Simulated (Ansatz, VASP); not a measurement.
# Si7Ge: VASP beside Ansatz

File POSCAR:

```
Si7Ge
1.0
    5.6046676412      0.0000000000      0.0000000000
    0.0000000000      5.6046676412      0.0000000000
    0.0000000000      0.0000000000      5.1945700089
Si Ge
7 1
Direct
    0.2524307582      0.2524307582      0.2524307582
    0.0000000000      0.5000000000      0.5000000000
    0.5000000000      0.5000000000      0.0000000000
    0.5000000000      0.0000000000      0.5000000000
    0.7475692418      0.2524307582      0.7475692418
    0.7475692418      0.7475692418      0.2524307582
    0.2524307582      0.7475692418      0.7475692418
    0.0000000000      0.0000000000      0.0000000000
```

The input INCAR.step1:

```
PREC     = Accurate       # precision mode
ENCUT    = 520            # plane-wave cutoff, eV
ISMEAR   = 0              # smearing method
SIGMA    = 0.05           # smearing width, eV
LREAL    = F              # projectors in reciprocal space
LASPH    = T              # aspherical terms in the spheres
NELM     = 60             # most SCF steps
NBANDS   = 31             # bands
GGA      = PE             # functional
ALGO     = Normal         # electronic algorithm
EDIFF    = 1E-4           # SCF threshold, eV
LWAVE    = T              # write WAVECAR
LCHARG   = F              # write CHGCAR
```

The input INCAR.step2:

```
PREC     = Accurate       # precision mode
ENCUT    = 520            # plane-wave cutoff, eV
EDIFF    = 1E-6           # SCF threshold, eV
ISMEAR   = 0              # smearing method
SIGMA    = 0.05           # smearing width, eV
LREAL    = F              # projectors in reciprocal space
LASPH    = T              # aspherical terms in the spheres
NELM     = 60             # most SCF steps
ALGO     = Normal         # electronic algorithm
ISIF     = 2              # what is computed and relaxed
LWAVE    = F              # write WAVECAR
LCHARG   = F              # write CHGCAR
METAGGA  = R2SCAN         # meta-GGA
LMIXTAU  = T            
NBANDS   = 31             # bands
ISTART   = 1
```

The input KPOINTS:

```
regular mesh
0
Gamma
  6 6 6
```

Input for Ansatz:

```yaml
crystal:
  lattice:
    - [5.6046676412, 0.0, 0.0]
    - [0.0, 5.6046676412, 0.0]
    - [0.0, 0.0, 5.1945700089]
  atoms:
    - { symbol: Si, position: [0.2524307582, 0.2524307582, 0.2524307582] }
    - { symbol: Si, position: [0.0, 0.5, 0.5] }
    - { symbol: Si, position: [0.5, 0.5, 0.0] }
    - { symbol: Si, position: [0.5, 0.0, 0.5] }
    - { symbol: Si, position: [0.7475692418, 0.2524307582, 0.7475692418] }
    - { symbol: Si, position: [0.7475692418, 0.7475692418, 0.2524307582] }
    - { symbol: Si, position: [0.2524307582, 0.7475692418, 0.7475692418] }
    - { symbol: Ge, position: [0.0, 0.0, 0.0] }
basis:
  ecutwfc: 500
kpoints:
  mp_grid: { grid: [6, 6, 6] }
hamiltonian:
  xc: r2scan
scf:
  occupations: { method: gaussian, width: 0.05 }
output:
  forces: true
  stress: true
  eigenvalues: true
  write_density: true
  write_potential: true
  elf: true
  volumetric_format: npy
```

Change from the starting cell: strain +0.025 along x and y, -0.050 along z, atoms carried along.

Alike in both runs: task single point; functional r2SCAN; k mesh 6 × 6 × 6; occupations gaussian, width 0.05 eV; no spin polarisation.

|  | VASP | Ansatz |
| --- | --- | --- |
| version | VASP 6.6.1 | Ansatz 0.2.0 |
| potentials or method | VASP PAW PBE potentials, release 64 (Si, Ge_d), cutoff 520 eV | scalar-relativistic, plane waves, PAW |
| valence electrons in the cell | 42 | 42 |

|  | VASP | Ansatz | Ansatz less VASP |
| --- | --- | --- | --- |
| gap on the k mesh at the Fermi level (eV) | none | none | - |
| pressure (GPa) | -0.2 | 0.0 | +0.18 |
| traceless stress, the component that is largest in VASP (GPa) | 4.57 | 4.54 | -0.024 |
| rms of the force components (eV/Å) | 0.014 | 0.010 | -0.0042 |

VASP's potentials were made for PBE, not for r2SCAN. Atom by atom the forces differ by 0.007 eV/Å (rms over components). A gap of «none» marks a metal or a gap that the smearing closes.
